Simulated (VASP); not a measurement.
# Se: single point with PBE

The system is Se.

```
CELL_PARAMETERS angstrom
3.61298 0.00000 0.00000
-1.80649 3.12894 0.00000
0.00000 0.00000 3.79556
ATOMIC_POSITIONS crystal
Se 0.33333 0.66667 0.25000
Se 0.66667 0.33333 0.75000
```

This isn't the form of Se at room conditions, which is trigonal, of chains.

```
Program             : VASP 6.6.1
Task                : single point
Functional          : PBE
Potentials or basis : VASP PAW PBE potentials, release 64 (Se)
Cutoff              : 520 eV
k mesh              : 16 × 16 × 13
Occupations         : fermi-dirac, width 0.1 eV
Spin                : no spin polarisation
```

| Quantity | Value |
| --- | --- |
| Pressure | 2.8 GPa |
| Band gap on the k mesh | zero (bands 6 and 7 overlap by 2.19 eV) |

Stress tensor (GPa, compression positive):
```
2.69 0.00 0.00
0.00 2.69 0.00
0.00 0.00 3.15
```

Levels at points of the mesh, in eV from the Fermi level:
```csv
k point,band 4,band 5,band 6,band 7,band 8,band 9
"(0.00, 0.00, 0.00)",-2.35,-2.35,0.86,0.86,3.56,4.07
"(0.50, 0.00, 0.00)",-3.98,-2.86,-0.78,-0.65,2.38,4.01
```

It took 120 s on 1 thread of Oxide Virtual Turin-like Processor, with other jobs on the host, peak memory 0.19 GiB.
